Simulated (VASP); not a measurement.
Write the native input for VASP 6.6.1 that does the following.

- Task: relaxation of cell and atoms
- Functional: PBEsol
- Potentials or basis: VASP PAW PBE potentials, release 64 (Mo_sv)
- Cutoff: 600 eV
- k mesh: 18 × 18 × 18
- Occupations: gaussian, width 0.1 eV
- Spin: no spin polarisation
- Dipole correction: no
- Further INCAR settings: ALGO = Normal; EDIFF = 1e-06; IBRION = 2; EDIFFG = -0.01; NSW = 80; ISIF = 3

The structure of Mo lies in POSCAR:

```
Mo
1.0
   -1.5637700161      1.5637700161      1.5637700161
    1.5637700161     -1.5637700161      1.5637700161
    1.5637700161      1.5637700161     -1.5637700161
Mo
1
Direct
    0.0000000000      0.0000000000      0.0000000000
```

These files were run (other wordings do the same):

INCAR

```
SYSTEM = Mo
PREC = Accurate
ENCUT = 600
EDIFF = 1E-6
ISMEAR = 0
SIGMA = 0.1
LREAL = .FALSE.
LASPH = .TRUE.
NELM = 100
ALGO = Normal
ISIF = 3
LWAVE = .FALSE.
LCHARG = .FALSE.
GGA = PS
IBRION = 2
NSW = 80
EDIFFG = -0.01
```

KPOINTS

```
Automatic mesh
0
G
  18 18 18
  0 0 0
```

Potentials or basis: VASP PAW PBE potentials, release 64 (Mo_sv).

Command:

```bash
$ cat potpaw_PBE.64/Mo_sv/POTCAR > POTCAR
$ mpirun -np 1 vasp_std > vasp.out
```

It gave:

```yaml
Relaxed_volume: 15.35 Å³/atom
Relaxed_cell: a = 2.712 Å, b = 2.712 Å, c = 2.712 Å, α = 109.47°, β = 109.47°, γ = 109.47°
Space_group_after_relaxing_to_0.05_Å: Im-3m (No. 229)
Energy_gained_by_relaxing: 0.1 meV/atom
Ionic_steps: 3
Pressure_after_relaxing: 0.0 GPa
Band_gap_on_the_k_mesh: zero (band 7 reaches 16.88 eV, above the bottom of band 8 at 11.36 eV)
```

Caveat: the PAW data sets were made with another functional, which shifts forces and pressure a little.

It took 27 s on 1 thread of Intel(R) Xeon(R) Platinum 8488C (Sapphire Rapids) (shared host), peak memory 0.17 GiB.
